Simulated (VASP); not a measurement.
# WSe (Fm-3m) in VASP: a series of runs

Runs on WSe. Level: r2SCAN+U. Tasks: relaxation of cell and atoms, single point.

All numbers are computed with VASP 6.6.1; they aren't measurements. Logs are shortened: lines on timing, memory, paths and dates and some standing lists are left out, and cuts for length are marked.

**1. The cell of the first run**

It takes space group Fm-3m (No. 225, cubic). The conventional cell has a = 5.710 Å, b = 5.710 Å, c = 5.710 Å, α = 90.00°, β = 90.00°, γ = 90.00°. Within 3.8 Å of W (site symmetry m-3m) lie 6 Se at 2.85 Å. Se (site symmetry m-3m) has 6 W at 2.85 Å within 3.8 Å.

**2. Relaxation of cell and atoms, r2SCAN+U, collinear spin**

File POSCAR:

```
WSe
1.0
    0.0000000000      2.8547762118      2.8547762118
    2.8547762118      0.0000000000      2.8547762118
    2.8547762118      2.8547762118      0.0000000000
W Se
1 1
Direct
    0.0000000000      0.0000000000      0.0000000000
    0.5000000000      0.5000000000      0.5000000000
```

File INCAR.step1:

```
SYSTEM = WSe
PREC = Accurate ; ENCUT = 600
ISMEAR = 0 ; SIGMA = 0.1
LREAL = .False. ; LASPH = .True.
NELM = 150 ; ISPIN = 2
MAGMOM = 3.54 -0.26 ; LMAXMIX = 4
LDAU = .True. ; LDAUTYPE = 2
LDAUL = 2 -1 ; LDAUU = 6.2 0
LDAUJ = 0 0 ; GGA = PE
ALGO = Normal ; EDIFF = 1E-4
LWAVE = .True. ; LCHARG = .False.
```

File INCAR.step2:

```
SYSTEM = WSe
PREC = Accurate ; ENCUT = 600
EDIFF = 1E-6 ; ISMEAR = 0
SIGMA = 0.1 ; LREAL = .False.
LASPH = .True. ; NELM = 150
ALGO = Normal ; ISIF = 3
LWAVE = .False. ; LCHARG = .False.
ISPIN = 2 ; MAGMOM = 3.54 -0.26
LORBIT = 11 ; LMAXMIX = 4
LDAU = .True. ; LDAUTYPE = 2
LDAUL = 2 -1 ; LDAUU = 6.2 0
LDAUJ = 0 0 ; LDAUPRINT = 1
METAGGA = R2SCAN ; LMIXTAU = .True.
IBRION = 2 ; NSW = 100
EDIFFG = -0.01 ; ISTART = 1
```

File KPOINTS:

```
regular mesh
0
Gamma
  12 12 12
  0 0 0
```

Potentials or basis: VASP PAW PBE potentials, release 64 (W_sv, Se).

The run is started by

```console
> cat potpaw_PBE.64/W_sv/POTCAR potpaw_PBE.64/Se/POTCAR > POTCAR
> cp INCAR.step1 INCAR
> mpirun -np 1 vasp_std > vasp.out
> cp INCAR.step2 INCAR
> mpirun -np 1 vasp_std > vasp.out
```

OUTCAR:

```text
SYSTEM = WSe
   PREC = Accurate
   ENCUT = 600
   EDIFF = 1E-6
   ISMEAR = 0
   LREAL = .False.
   LASPH = .True.
   NELM = 150
   ISIF = 3
   ISPIN = 2
   LORBIT = 11
   METAGGA = R2SCAN
   IBRION = 2
   NSW = 100
   EDIFFG = -0.01
   ISTART = 1

 ion  position               nearest neighbor table
   1  0.000  0.000  0.000-   2 2.85   2 2.85   2 2.85   2 2.85   2 2.85   2 2.85
   2  0.500  0.500  0.500-   1 2.85   1 2.85   1 2.85   1 2.85   1 2.85   1 2.85

  LATTYP: Found a face centered cubic cell.
 ALAT       =     5.7095524236

  Lattice vectors:

 A1 = (   0.0000000000,   2.8547762118,   2.8547762118)
 A2 = (   2.8547762118,   0.0000000000,   2.8547762118)
 A3 = (   2.8547762118,   2.8547762118,   0.0000000000)

Analysis of symmetry for initial positions (statically):
=====================================================================
 Subroutine PRICEL returns:
 Original cell was already a primitive cell.

 Routine SETGRP: Setting up the symmetry group for a
 face centered cubic supercell.

 Subroutine GETGRP returns: Found 48 space group operations
 (whereof 48 operations were pure point group operations)
 out of a pool of 48 trial point group operations.

The static configuration has the point symmetry O_h .

Analysis of symmetry for dynamics (positions and initial velocities):
=====================================================================
 Subroutine PRICEL returns:
 Original cell was already a primitive cell.

 Routine SETGRP: Setting up the symmetry group for a
 face centered cubic supercell.

 Subroutine GETGRP returns: Found 48 space group operations
 (whereof 48 operations were pure point group operations)
 out of a pool of 48 trial point group operations.

The dynamic configuration has the point symmetry O_h .

Analysis of structural, dynamic, and magnetic symmetry:
=====================================================================
 Subroutine PRICEL returns:
 Original cell was already a primitive cell.

 Routine SETGRP: Setting up the symmetry group for a
 face centered cubic supercell.

 Subroutine GETGRP returns: Found 48 space group operations
 (whereof 48 operations were pure point group operations)
 out of a pool of 48 trial point group operations.

The overall configuration has the point symmetry O_h .

 Subroutine INISYM returns: Found 48 space group operations
 (whereof 48 operations are pure point group operations),
 and found     1 'primitive' translations

----------------------------------------------------------------------------------------

                                     Primitive cell

  volume of cell :      46.5314

  direct lattice vectors                    reciprocal lattice vectors
     0.000000000  2.854776212  2.854776212    -0.175145077  0.175145077  0.175145077
     2.854776212  0.000000000  2.854776212     0.175145077 -0.175145077  0.175145077
     2.854776212  2.854776212  0.000000000     0.175145077  0.175145077 -0.175145077

  length of vectors
     4.037263236  4.037263236  4.037263236     0.303360172  0.303360172  0.303360172

  position of ions in fractional coordinates (direct lattice)
     0.000000000  0.000000000  0.000000000
     0.500000000  0.500000000  0.500000000

  ion indices of the primitive-cell ions
   primitive index   ion index
[... 67 lines left out ...]
   ICHARG =      0    charge: 1-file 2-atom 10-const
   ISPIN  =      2    spin polarized calculation?
   LNONCOLLINEAR =      F non collinear calculations
   LSORBIT =      F    spin-orbit coupling
   LASPH  =      T    aspherical Exc in radial PAW
   ENCUT  =  600.0 eV  44.10 Ry    6.64 a.u.   8.06  8.06  8.06*2*pi/ulx,y,z
   NELM   =    150;   NELMIN=  2; NELMDL=  0     # of ELM steps
   EDIFF  = 0.1E-05   stopping-criterion for ELM
   LREAL  =      F    real-space projection
   EDIFFG = -.1E-01   stopping-criterion for IOM
   NSW    =    100    number of steps for IOM
   IBRION =      2    ionic relax: 0-MD 1-quasi-New 2-CG
   NFREE  =      1    steps in history (QN), initial steepest desc. (CG)
   ISIF   =      3    stress and relaxation
   ISYM   =      2    0-nonsym 1-usesym 2-fastsym
   POTIM  = 0.5000    time-step for ionic-motion
   TEBEG  =    0.0;   TEEND  =   0.0 temperature during run
   PSTRESS=    0.0 pullay stress
   NELECT =      20.0000    total number of electrons
   NUPDOWN=      -1.0000    fix difference up-down
   EMIN   =  10.00;   EMAX   =-10.00  energy-range for DOS
   EFERMI =   0.00;   METHOD = LEGACY
   ISMEAR =     0;   SIGMA  =   0.10  broadening in eV -4-tet -1-fermi 0-gaus
   EFERMI_NEDOS =   21; number of points for ismear=-14 and -15
   IALGO  =     38    algorithm
   IMIX   =      4    mixing-type and parameters
     AMIX     =   0.40;   BMIX     =  1.00
     AMIX_MAG =   1.60;   BMIX_MAG =  1.00
  volume/ion in A,a.u.               =      23.27       157.00
  Fermi-wavevector in a.u.,A,eV,Ry     =   1.235481  2.334721 20.768116  1.526413
  Thomas-Fermi vector in A             =   2.370129
   LORBIT       =     11    0 simple, 1 ext, 2 COOP (PROOUT), +10 PAW based schemes
 LDA+U is selected, type is set to LDAUTYPE =  2
   angular momentum for each species LDAUL =     2   -1
   U (eV)           for each species LDAUU =   6.2  0.0
   J (eV)           for each species LDAUJ =   0.0  0.0
   METAGGA = R2SCAN    functional components
   LHFCALC =     F    Hartree Fock is set to
   AEXX    =    0.0000 exact exchange contribution
   IVDW    =     0    specifies the selected vdW correction
   LEPSILON=     F    determine dielectric tensor
   LRPA    =     F    only Hartree local field effects (RPA)
 conjugate gradient relaxation of ions
 spin polarized calculation
 Gauss-broadening in eV      SIGMA  =   0.10
  energy-cutoff  :      600.00
  volume of cell :       46.53
 maximum number of plane-waves:      1588
   NGX = 17   NGY = 17   NGZ = 17

--------------------------------------- Ionic step        1  -------------------------------------------

 number of electron      19.9999999 magnetization       3.9906134

 Free energy of the ion-electron system (eV)
  ---------------------------------------------------
  ext. energy  EPLUGINS =         0.00000000
  ---------------------------------------------------
  free energy    TOTEN  =       -59.27150254 eV

  energy without entropy =      -59.26778497  energy(sigma->0) =      -59.26964376

------------------------ aborting loop because EDIFF is reached ----------------------------------------

  FORCE on cell =-STRESS in cart. coord.  units (eV):
  Direction    XX          YY          ZZ          XY          YZ          ZX
  --------------------------------------------------------------------------------------
  -------------------------------------------------------------------------------------
  Total       -0.5448655     -0.5448655     -0.5448655     -0.0000000      0.0000000     -0.0000000
  in kB      -18.7609007    -18.7609007    -18.7609007     -0.0000000      0.0000000     -0.0000000
  external PRESSURE =     -18.7609007 kB  Pullay stress =       0.0000000 kB
[... 53 lines left out ...]
  FREE ENERGIE OF THE ION-ELECTRON SYSTEM (eV)
  ---------------------------------------------------
  free  energy   TOTEN  =       -59.2768661493 eV

  energy  without entropy=      -59.2723202583  energy(sigma->0) =      -59.27459320

atom =   1  type =  1  l = 2

 onsite density matrix

spin component  1

  0.7971  0.0000 -0.0000 -0.0000 -0.0000
  0.0000  0.7971  0.0000 -0.0000 -0.0000
 -0.0000  0.0000  0.4362  0.0000  0.0000
 -0.0000 -0.0000  0.0000  0.7971 -0.0000
 -0.0000 -0.0000  0.0000 -0.0000  0.4362

spin component  2

  0.0128 -0.0000 -0.0000 -0.0000 -0.0000
 -0.0000  0.0128  0.0000 -0.0000 -0.0000
 -0.0000  0.0000  0.0620  0.0000 -0.0000
 -0.0000 -0.0000  0.0000  0.0128 -0.0000
 -0.0000 -0.0000 -0.0000 -0.0000  0.0620

 occupancies and eigenvectors

  o =  0.0128  v =  0.0000  0.0000  0.0000  0.0000  0.0000 -0.0016 -1.0000  0.0000  0.0037 -0.0000      0.0000  0.0000  0.0000  0.0000  0.0000  0.0000  0.0000  0.0000  0.0000  0.0000
  o =  0.0128  v =  0.0000  0.0000  0.0000  0.0000  0.0000 -0.0122 -0.0037 -0.0000 -0.9999  0.0000      0.0000  0.0000  0.0000  0.0000  0.0000  0.0000  0.0000  0.0000  0.0000  0.0000
  o =  0.0128  v =  0.0000  0.0000  0.0000  0.0000  0.0000  0.9999 -0.0017  0.0000 -0.0122  0.0000      0.0000  0.0000  0.0000  0.0000  0.0000  0.0000  0.0000  0.0000  0.0000  0.0000
  o =  0.0620  v =  0.0000  0.0000  0.0000  0.0000  0.0000  0.0000  0.0000 -0.0135  0.0000 -0.9999      0.0000  0.0000  0.0000  0.0000  0.0000  0.0000  0.0000  0.0000  0.0000  0.0000
  o =  0.0620  v =  0.0000  0.0000  0.0000  0.0000  0.0000 -0.0000 -0.0000  0.9999 -0.0000 -0.0135      0.0000  0.0000  0.0000  0.0000  0.0000  0.0000  0.0000  0.0000  0.0000  0.0000
  o =  0.4362  v =  0.0000  0.0000  1.0000 -0.0000  0.0092  0.0000  0.0000  0.0000  0.0000  0.0000      0.0000  0.0000  0.0000  0.0000  0.0000  0.0000  0.0000  0.0000  0.0000  0.0000
  o =  0.4362  v =  0.0000 -0.0000  0.0092  0.0000 -1.0000  0.0000  0.0000  0.0000  0.0000  0.0000      0.0000  0.0000  0.0000  0.0000  0.0000  0.0000  0.0000  0.0000  0.0000  0.0000
  o =  0.7971  v =  0.0000  0.0120 -0.0000 -0.9999 -0.0000  0.0000  0.0000  0.0000  0.0000  0.0000      0.0000  0.0000  0.0000  0.0000  0.0000  0.0000  0.0000  0.0000  0.0000  0.0000
  o =  0.7971  v =  0.0000  0.9999 -0.0000  0.0120 -0.0000  0.0000  0.0000  0.0000  0.0000  0.0000      0.0000  0.0000  0.0000  0.0000  0.0000  0.0000  0.0000  0.0000  0.0000  0.0000
  o =  0.7971  v =  1.0000  0.0000  0.0000  0.0000  0.0000  0.0000  0.0000  0.0000  0.0000  0.0000      0.0000  0.0000  0.0000  0.0000  0.0000  0.0000  0.0000  0.0000  0.0000  0.0000

--------------------------------------- Ionic step        3  -------------------------------------------

 number of electron      20.0000001 magnetization       3.9644294

 Free energy of the ion-electron system (eV)
  ---------------------------------------------------
  ext. energy  EPLUGINS =         0.00000000
  ---------------------------------------------------
  free energy    TOTEN  =       -59.27870800 eV

  energy without entropy =      -59.27460071  energy(sigma->0) =      -59.27665436

 E-fermi :   6.9981     XC(G=0): -11.1354

 val. band max:        6.9822797749   @ k =  -0.3333   0.2500   0.0833
 cond. band min:       7.0293272430   @ k =  -0.4167   0.2500   0.0000
 fundamental gap:      0.0470474681
 Fermi energy:         6.9980788525

 spin component 1

 k-point     1 :       0.0000    0.0000    0.0000
  band No.  band energies     occupation
      1     -70.3359      1.00000
      2     -34.2740      1.00000
      3     -34.2739      1.00000
      4     -34.2739      1.00000
      5      -9.0198      1.00000
      6       2.5196      1.00000
[... 936 lines left out ...]
  FREE ENERGIE OF THE ION-ELECTRON SYSTEM (eV)
  ---------------------------------------------------
  free  energy   TOTEN  =       -59.2787080049 eV

  energy  without entropy=      -59.2746007147  energy(sigma->0) =      -59.27665436

 reached required accuracy - stopping structural energy minimisation

 total charge

# of ion       s       p       d       tot
------------------------------------------
    1        2.300   6.081   3.388  11.769
    2        1.438   2.426   0.056   3.920
--------------------------------------------------
tot          3.738   8.507   3.444  15.690

 magnetization (x)

# of ion       s       p       d       tot
------------------------------------------
    1        0.172   0.029   3.071   3.271
    2        0.017  -0.138   0.048  -0.073
--------------------------------------------------
tot          0.188  -0.109   3.118   3.198
```

It took 28 min on 1 thread of Oxide Virtual Turin-like, shared host; peak memory 0.28 GiB.

What came out:

| Quantity | Value |
| --- | --- |
| Free energy | -59.2787 eV |
| Relaxed volume | 22.66 Å³/atom |
| Relaxed cell | a = 4.002 Å, b = 4.002 Å, c = 4.002 Å, α = 60.00°, β = 60.00°, γ = 60.00° |
| Space group after relaxing (to 0.1 Å) | Fm-3m (No. 225) |
| Energy gained by relaxing | 3.6 meV/atom |
| Ionic steps | 3 |
| Pressure after relaxing | 0.0 GPa |
| Band gap on the k mesh | zero (filled and empty bands overlap) |
| Net moment | 3.96 μB per cell |
| Site moments | W +3.27; Se -0.07 μB |
| Valence electrons inside the program's atomic spheres | W 11.77; Se 3.92 |

Step by step:
```tsv
step	energy change (eV)	largest force (eV/Å)	pressure (GPa)	volume (Å³)
1	0.0000	0.0000	-1.88	46.53
2	-0.0054	0.0000	0.96	44.72
3	-0.0072	0.0000	-0.03	45.32
```

Final structure:
```cif
data_structure
_symmetry_space_group_name_H-M 'P 1'
_symmetry_Int_Tables_number 1
_cell_length_a 4.0019
_cell_length_b 4.0019
_cell_length_c 4.0019
_cell_angle_alpha 60.000
_cell_angle_beta 60.000
_cell_angle_gamma 60.000
_cell_volume 45.32
loop_
_atom_site_label
_atom_site_type_symbol
_atom_site_fract_x
_atom_site_fract_y
_atom_site_fract_z
_atom_site_occupancy
W1 W 0.00000 0.00000 0.00000 1
Se1 Se 0.50000 0.50000 0.50000 1
```

Eigenvalues of the final occupation matrices:
| site | spin | trace | eigenvalues |
| --- | --- | --- | --- |
| site 1 d | 1 | 3.26 | 0.44 0.44 0.80 0.80 0.80 |
| site 1 d | 2 | 0.16 | 0.01 0.01 0.01 0.06 0.06 |

Caveat: the PAW data sets were made with another functional, which shifts forces and pressure a little; spin-orbit coupling is left out, which moves the levels of the heavy elements.

**3. Single point, r2SCAN+U, collinear spin**

This run uses another cell than the first one: it holds 4 atoms, not 2.

File POSCAR:

```
WSe
1.0
    0.0000000000      2.8530058079      2.8530058079
    2.8530058079      0.0000000000      2.8530058079
    5.7060116159      5.7060116159      0.0000000000
W Se
2 2
Direct
    0.0000000000      1.0000000000      1.0000000000
    0.0000000000      1.0000000000      0.5000000000
    0.5000000000      0.5000000000      0.2500000000
    0.5000000000      0.5000000000      0.7500000000
```

File INCAR.step1:

```
SYSTEM = WSe
  PREC = Accurate
  ENCUT = 520
  ISMEAR = 0
  SIGMA = 0.1
  LREAL = .FALSE.
  LASPH = .TRUE.
  NELM = 150
  ISPIN = 2
  MAGMOM = 1 -1 0 0
  LMAXMIX = 4
  LDAU = .TRUE.
  LDAUTYPE = 2
  LDAUL = 2 -1
  LDAUU = 6.2 0
  LDAUJ = 0 0
  NBANDS = 32
  GGA = PE
  ALGO = Normal
  EDIFF = 1E-4
  LWAVE = .TRUE.
  LCHARG = .FALSE.
  KPAR = 4
```

File INCAR.step2:

```
SYSTEM = WSe
  PREC = Accurate
  ENCUT = 520
  EDIFF = 1E-6
  ISMEAR = 0
  SIGMA = 0.1
  LREAL = .FALSE.
  LASPH = .TRUE.
  NELM = 150
  ALGO = Normal
  ISIF = 2
  LWAVE = .FALSE.
  LCHARG = .FALSE.
  ISPIN = 2
  MAGMOM = 1 -1 0 0
  LORBIT = 11
  LMAXMIX = 4
  LDAU = .TRUE.
  LDAUTYPE = 2
  LDAUL = 2 -1
  LDAUU = 6.2 0
  LDAUJ = 0 0
  LDAUPRINT = 1
  METAGGA = R2SCAN
  LMIXTAU = .TRUE.
  NBANDS = 32
  ISTART = 1
  KPAR = 4
```

File KPOINTS:

```
regular mesh
0
G
  12 12 6
  0 0 0
```

Potentials or basis: VASP PAW PBE potentials, release 64 (W_sv, Se).

The run is started by

```console
> cat potpaw_PBE.64/W_sv/POTCAR potpaw_PBE.64/Se/POTCAR > POTCAR
> cp INCAR.step1 INCAR
> mpirun -np 4 vasp_std > vasp.out
> cp INCAR.step2 INCAR
> mpirun -np 4 vasp_std > vasp.out
```

It took 15 min on 4 MPI ranks of Oxide Virtual Turin-like, shared host; peak memory 0.56 GiB.

Results (log left out):

| Property | Result |
| --- | --- |
| Free energy | -117.5542 eV |
| Pressure | -3.4 GPa |
| Band gap on the k mesh | zero (filled and empty bands overlap) |
| Net moment | 0.00 μB per cell |
| Site moments | W +3.02, -3.02; Se +0.00 μB |
| Valence electrons inside the program's atomic spheres | W 11.72; Se 3.90 |

Stress tensor (GPa, compression positive):
```
-3.43 -1.05  1.05
-1.05 -3.43  1.05
 1.05  1.05 -3.43
```

Levels at points of the mesh, in eV from the Fermi level:
Spin up:
```tsv
k point	band 18	band 19	band 20	band 21	band 22	band 23
(0.00, 0.00, 0.00)	-3.26	-3.26	-0.73	-0.73	-0.52	1.67
(0.50, 0.00, 0.00)	-3.27	-3.20	-0.66	-0.04	1.05	1.65
(0.00, 0.00, 0.50)	-3.74	-3.69	0.46	0.46	0.97	1.97
(0.50, 0.00, 0.50)	-3.27	-3.17	0.37	0.72	0.75	1.55
```
Spin down:
```csv
k point,band 18,band 19,band 20,band 21,band 22,band 23
"(0.00, 0.00, 0.00)",-3.26,-3.26,-0.73,-0.73,-0.52,1.67
"(0.50, 0.00, 0.00)",-3.27,-3.20,-0.66,-0.04,1.05,1.65
"(0.00, 0.00, 0.50)",-3.74,-3.69,0.46,0.46,0.97,1.97
"(0.50, 0.00, 0.50)",-3.27,-3.17,0.37,0.72,0.75,1.55
```

Eigenvalues of the final occupation matrices:
| site | spin | trace | eigenvalues |
| --- | --- | --- | --- |
| site 1 d | 1 | 3.19 | 0.41 0.41 0.79 0.79 0.79 |
| site 1 d | 2 | 0.21 | 0.01 0.01 0.01 0.09 0.09 |
| site 2 d | 1 | 0.21 | 0.01 0.01 0.01 0.09 0.09 |
| site 2 d | 2 | 3.19 | 0.41 0.41 0.79 0.79 0.79 |

Caveat: the cell stands under tension; the PAW data sets were made with another functional, which shifts forces and pressure a little; spin-orbit coupling is left out, which moves the levels of the heavy elements.

The gap in the log of VASP goes by the Fermi energy; the results here count the filled bands.